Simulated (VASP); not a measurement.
# MnS (P6_3mc) in VASP: further runs

The runs below take MnS through single point, with PBEsol.

All numbers are computed with VASP 6.6.1; they aren't measurements. Logs are shortened: lines on timing, memory, paths and dates and some standing lists are left out, and cuts for length are marked.

## 1. The cell of the first run

It takes space group P6_3mc (No. 186, hexagonal). The conventional cell has a = 4.006 Å, b = 4.006 Å, c = 6.426 Å, α = 90.00°, β = 90.00°, γ = 120.00°. Mn (site symmetry 3m) has 4 S at 2.39 to 2.45 Å within 3.2 Å. S (site symmetry 3m) has 4 Mn at 2.39 to 2.45 Å within 3.2 Å.

## 2. Single point, PBEsol, collinear spin, ferromagnetic start (22.32 Å³/atom)

INCAR reads:

```
  ALGO = Normal
  EDIFF = 1E-6
  ENCUT = 520
  GGA = PS
  ISIF = 2
  ISMEAR = -1
  ISPIN = 2
  LASPH = True
  LCHARG = True
  LELF = True
  LMAXMIX = 4
  LORBIT = 11
  LREAL = False
  LVHAR = True
  LWAVE = False
  MAGMOM = 4 4 0 0
  NBANDS = 31
  NELM = 150
  PREC = Accurate
  SIGMA = 0.05
```

KPOINTS reads:

```
k-points
0
Gamma
  8 8 4
```

POSCAR reads:

```
MnS
1.0
    4.0056036386      0.0000000000      0.0000000000
   -2.0028018193      3.4689545085      0.0000000000
    0.0000000000      0.0000000000      6.4259927585
Mn S
2 2
Direct
    0.6666666667      0.3333333333      0.4988446700
    0.3333333333      0.6666666667      0.9988446700
    0.3333333333      0.6666666667      0.6261543000
    0.6666666667      0.3333333333      0.1261543000
```

Potentials or basis: VASP PAW PBE potentials, release 64 (Mn_pv, S).

Launch:

```sh
$ cat potpaw_PBE.64/Mn_pv/POTCAR potpaw_PBE.64/S/POTCAR > POTCAR
$ mpirun -np 1 vasp_std > vasp.out
```

OUTCAR:

```text
EDIFF = 1E-6
   ENCUT = 520
   GGA = PS
   ISIF = 2
   ISMEAR = -1
   ISPIN = 2
   LASPH = True
   LORBIT = 11
   LREAL = False
   NELM = 150
   PREC = Accurate

 ion  position               nearest neighbor table
   1  0.667  0.333  0.499-   4 2.39   3 2.45   3 2.45   3 2.45
   2  0.333  0.667  0.999-   3 2.39   4 2.45   4 2.45   4 2.45
   3  0.333  0.667  0.626-   2 2.39   1 2.45   1 2.45   1 2.45
   4  0.667  0.333  0.126-   1 2.39   2 2.45   2 2.45   2 2.45

  LATTYP: Found a hexagonal cell.
 ALAT       =     4.0056036386
 C/A-ratio  =     1.6042507792

  Lattice vectors:

 A1 = (   4.0056036386,   0.0000000000,   0.0000000000)
 A2 = (  -2.0028018193,   3.4689545085,   0.0000000000)
 A3 = (   0.0000000000,   0.0000000000,   6.4259927585)

Analysis of symmetry for initial positions (statically):
=====================================================================
 Subroutine PRICEL returns:
 Original cell was already a primitive cell.

 Routine SETGRP: Setting up the symmetry group for a
 hexagonal supercell.

 Subroutine GETGRP returns: Found 12 space group operations
 (whereof  6 operations were pure point group operations)
 out of a pool of 24 trial point group operations.

The static configuration has the point symmetry C_3v.
 The point group associated with its full space group is C_6v.

Analysis of symmetry for dynamics (positions and initial velocities):
=====================================================================
 Subroutine PRICEL returns:
 Original cell was already a primitive cell.

 Routine SETGRP: Setting up the symmetry group for a
 hexagonal supercell.

 Subroutine GETGRP returns: Found 12 space group operations
 (whereof  6 operations were pure point group operations)
 out of a pool of 24 trial point group operations.

The dynamic configuration has the point symmetry C_3v.
 The point group associated with its full space group is C_6v.

Analysis of structural, dynamic, and magnetic symmetry:
=====================================================================
 Subroutine PRICEL returns:
 Original cell was already a primitive cell.

 Routine SETGRP: Setting up the symmetry group for a
 hexagonal supercell.

 Subroutine GETGRP returns: Found 12 space group operations
 (whereof  6 operations were pure point group operations)
 out of a pool of 24 trial point group operations.

The overall configuration has the point symmetry C_3v.
 The point group associated with its full space group is C_6v.

 Subroutine INISYM returns: Found 12 space group operations
 (whereof  6 operations are pure point group operations),
 and found     1 'primitive' translations

----------------------------------------------------------------------------------------

                                     Primitive cell

  volume of cell :      89.2908

  direct lattice vectors                    reciprocal lattice vectors
     4.005603639  0.000000000  0.000000000     0.249650263  0.144135646  0.000000000
    -2.002801819  3.468954508  0.000000000     0.000000000  0.288271293  0.000000000
     0.000000000  0.000000000  6.425992758     0.000000000  0.000000000  0.155617978

  length of vectors
     4.005603639  4.005603639  6.425992758     0.288271293  0.288271293  0.155617978

  position of ions in fractional coordinates (direct lattice)
     0.666666667  0.333333333  0.498844670
     0.333333333  0.666666667  0.998844670
     0.333333333  0.666666667  0.626154300
     0.666666667  0.333333333  0.126154300

  ion indices of the primitive-cell ions
   primitive index   ion index
                 1           1
                 2           2
                 3           3
                 4           4

----------------------------------------------------------------------------------------

 KPOINTS: k-points

Automatic generation of k-mesh.
 Grid dimensions read from file:
 generate k-points for:    8    8    4

 Generating k-lattice:

  Cartesian coordinates                     Fractional coordinates (reciprocal lattice)
     0.031206283  0.018016956  0.000000000     0.125000000  0.000000000  0.000000000
     0.000000000  0.036033912  0.000000000     0.000000000  0.125000000  0.000000000
     0.000000000  0.000000000  0.038904495     0.000000000  0.000000000  0.250000000

  Length of vectors
     0.036033912  0.036033912  0.038904495

  Shift w.r.t. Gamma in fractional coordinates (k-lattice)
     0.000000000  0.000000000  0.000000000

 Subroutine IBZKPT returns following result:
 ===========================================

 Found     30 irreducible k-points:

 Following reciprocal coordinates:
            Coordinates               Weight
  0.000000  0.000000  0.000000      1.000000
  0.125000  0.000000  0.000000      6.000000
  0.250000  0.000000  0.000000      6.000000
  0.375000  0.000000  0.000000      6.000000
  0.500000  0.000000  0.000000      3.000000
  0.125000  0.125000  0.000000      6.000000
[... 16 lines left out ...]
  0.250000  0.000000  0.500000      6.000000
  0.375000  0.000000  0.500000      6.000000
 [... further k-points ...]
   k-points           NKPTS =     30   k-points in BZ     NKDIM =     30   number of bands    NBANDS=     31
   number of dos      NEDOS =    301   number of ions     NIONS =      4
   total plane-waves  NPLWV =  43200
   dimension x,y,z NGX =    30 NGY =   30 NGZ =   48
   dimension x,y,z NGXF=    60 NGYF=   60 NGZF=   96
   ions per type =               2   2
   NGX,Y,Z   is equivalent  to a cutoff of  12.45, 12.45, 12.42 a.u.
   NGXF,Y,Z  is equivalent  to a cutoff of  24.90, 24.90, 24.84 a.u.
 SYSTEM =  unknown system
   PREC   = accura    normal or accurate (medium, high low for compatibility)
   ISTART =      0    job   : 0-new  1-cont  2-samecut
   ICHARG =      2    charge: 1-file 2-atom 10-const
   ISPIN  =      2    spin polarized calculation?
   LNONCOLLINEAR =      F non collinear calculations
   LSORBIT =      F    spin-orbit coupling
   LASPH  =      T    aspherical Exc in radial PAW
   ENCUT  =  520.0 eV  38.22 Ry    6.18 a.u.   7.45  7.45 11.95*2*pi/ulx,y,z
   NELM   =    150;   NELMIN=  2; NELMDL= -5     # of ELM steps
   EDIFF  = 0.1E-05   stopping-criterion for ELM
   LREAL  =      F    real-space projection
   EDIFFG = 0.1E-04   stopping-criterion for IOM
   NSW    =      0    number of steps for IOM
   IBRION =     -1    ionic relax: 0-MD 1-quasi-New 2-CG
   NFREE  =      0    steps in history (QN), initial steepest desc. (CG)
   ISIF   =      2    stress and relaxation
   ISYM   =      2    0-nonsym 1-usesym 2-fastsym
   POTIM  = 0.5000    time-step for ionic-motion
   TEBEG  =    0.0;   TEEND  =   0.0 temperature during run
   PSTRESS=    0.0 pullay stress
   NELECT =      38.0000    total number of electrons
   NUPDOWN=      -1.0000    fix difference up-down
   EMIN   =  10.00;   EMAX   =-10.00  energy-range for DOS
   EFERMI =   0.00;   METHOD = LEGACY
   ISMEAR =    -1;   SIGMA  =   0.05  broadening in eV -4-tet -1-fermi 0-gaus
   EFERMI_NEDOS =   21; number of points for ismear=-14 and -15
   IALGO  =     38    algorithm
   IMIX   =      4    mixing-type and parameters
     AMIX     =   0.40;   BMIX     =  1.00
     AMIX_MAG =   1.60;   BMIX_MAG =  1.00
  volume/ion in A,a.u.               =      22.32       150.64
  Fermi-wavevector in a.u.,A,eV,Ry     =   1.231404  2.327015 20.631261  1.516355
  Thomas-Fermi vector in A             =   2.366214
   LORBIT       =     11    0 simple, 1 ext, 2 COOP (PROOUT), +10 PAW based schemes
   GGA     = PS    functional components
   LHFCALC =     F    Hartree Fock is set to
   AEXX    =    0.0000 exact exchange contribution
   IVDW    =     0    specifies the selected vdW correction
   LEPSILON=     F    determine dielectric tensor
   LRPA    =     F    only Hartree local field effects (RPA)
 spin polarized calculation
  energy-cutoff  :      520.00
  volume of cell :       89.29
 maximum number of plane-waves:      2436
 NGX is ok and might be reduce to    30
   NGX = 15   NGY = 15   NGZ = 23

 number of electron      37.9999998 magnetization      10.1137082

 number of electron      37.9999998 magnetization       9.9277066

 Free energy of the ion-electron system (eV)
  ---------------------------------------------------
  ext. energy  EPLUGINS =         0.00000000
  ---------------------------------------------------
  free energy    TOTEN  =       -29.50563422 eV

  energy without entropy =      -29.49768505  energy(sigma->0) =      -29.50165964

 E-fermi :   4.3103     XC(G=0):  -9.4266

 val. band max:        4.2776419897   @ k =   0.0000   0.0000   0.2500
 cond. band min:       4.3191668289   @ k =   0.1250   0.0000   0.0000
 fundamental gap:      0.0415248392
 Fermi energy:         4.3102542801

 spin component 1

 k-point     1 :       0.0000    0.0000    0.0000
  band No.  band energies     occupation
      1     -46.3652      1.00000
      2     -46.3652      1.00000
      3     -46.3647      1.00000
      4     -46.3647      1.00000
      5     -46.3519      1.00000
      6     -46.3486      1.00000
[... 805 lines left out ...]
     30      11.2498      0.00000
     31      11.7581      0.00000

 [... further k-points ...]

 spin component 2

 k-point     1 :       0.0000    0.0000    0.0000
  band No.  band energies     occupation
      1     -41.7990      1.00000
      2     -41.7990      1.00000
      3     -41.7982      1.00000
      4     -41.7982      1.00000
      5     -41.7980      1.00000
      6     -41.7932      1.00000
[... 805 lines left out ...]
     30      12.1657      0.00000
     31      12.7554      0.00000

 [... further k-points ...]

------------------------ aborting loop because EDIFF is reached ----------------------------------------

  FORCE on cell =-STRESS in cart. coord.  units (eV):
  Direction    XX          YY          ZZ          XY          YZ          ZX
  --------------------------------------------------------------------------------------
  -------------------------------------------------------------------------------------
  Total       -1.6819714     -1.6819714     -0.5858080      0.0000000      0.0000000      0.0000000
  in kB      -30.1802178    -30.1802178    -10.5113643      0.0000000      0.0000000      0.0000000
  external PRESSURE =     -23.6239333 kB  Pullay stress =       0.0000000 kB

 VOLUME and BASIS-vectors are now :
 -----------------------------------------------------------------------------
  energy-cutoff  :      520.00
  volume of cell :       89.29
      direct lattice vectors                 reciprocal lattice vectors
     4.005603639  0.000000000  0.000000000     0.249650263  0.144135646  0.000000000
    -2.002801819  3.468954508  0.000000000     0.000000000  0.288271293  0.000000000
     0.000000000  0.000000000  6.425992758     0.000000000  0.000000000  0.155617978

 POSITION                                       TOTAL-FORCE (eV/Angst)
 -----------------------------------------------------------------------------------
      2.00280      1.15632      3.20557        -0.000000     -0.000000      0.236449
     -0.00000      2.31264      6.41857         0.000000      0.000000      0.236449
     -0.00000      2.31264      4.02366        -0.000000     -0.000000     -0.236449
      2.00280      1.15632      0.81067        -0.000000     -0.000000     -0.236449
 -----------------------------------------------------------------------------------
    total drift:                                0.000001      0.000001      0.001621

  FREE ENERGIE OF THE ION-ELECTRON SYSTEM (eV)
  ---------------------------------------------------
  free  energy   TOTEN  =       -29.5056342238 eV

  energy  without entropy=      -29.4976850513  energy(sigma->0) =      -29.50165964

 total charge

# of ion       s       p       d       tot
------------------------------------------
    1        0.260   6.209   4.895  11.365
    2        0.260   6.209   4.895  11.365
    3        1.309   2.420   0.000   3.729
    4        1.309   2.420   0.000   3.729
--------------------------------------------------
tot          3.139  17.259   9.790  30.188

 magnetization (x)

# of ion       s       p       d       tot
------------------------------------------
    1        0.048   0.066   4.232   4.347
    2        0.048   0.066   4.232   4.347
    3        0.011   0.079   0.000   0.090
    4        0.011   0.079   0.000   0.090
--------------------------------------------------
tot          0.118   0.291   8.465   8.874
```

Wall time 74 s (1 thread of Intel Xeon 6975P-C (Granite Rapids), shared host); peak memory 0.29 GiB.

Results:

* Free energy: -29.5056 eV
* Pressure: -2.4 GPa
* Largest force: 0.236 eV/Å
* Net moment: 9.93 μB per cell
* Site moments: Mn +4.35; S +0.09 μB
* Valence electrons inside the program's atomic spheres: Mn 11.37; S 3.73

Forces in eV/Å, atoms in the order of the input:
```
Mn   0.000  0.000  0.236
Mn   0.000  0.000  0.236
S    0.000  0.000 -0.236
S    0.000  0.000 -0.236
```

Caveat: the PAW data sets were made with another functional, which shifts forces and pressure a little; semilocal functionals often make such compounds metallic where correlation or magnetic order opens a gap, which also shifts bond lengths; the run started ferromagnetic, and an antiferromagnetic order may lie lower in energy. With open d or f shells a metallic result of PBEsol can be an artefact of self-interaction; +U or a hybrid may open a gap.

[end of part 1 of 2]
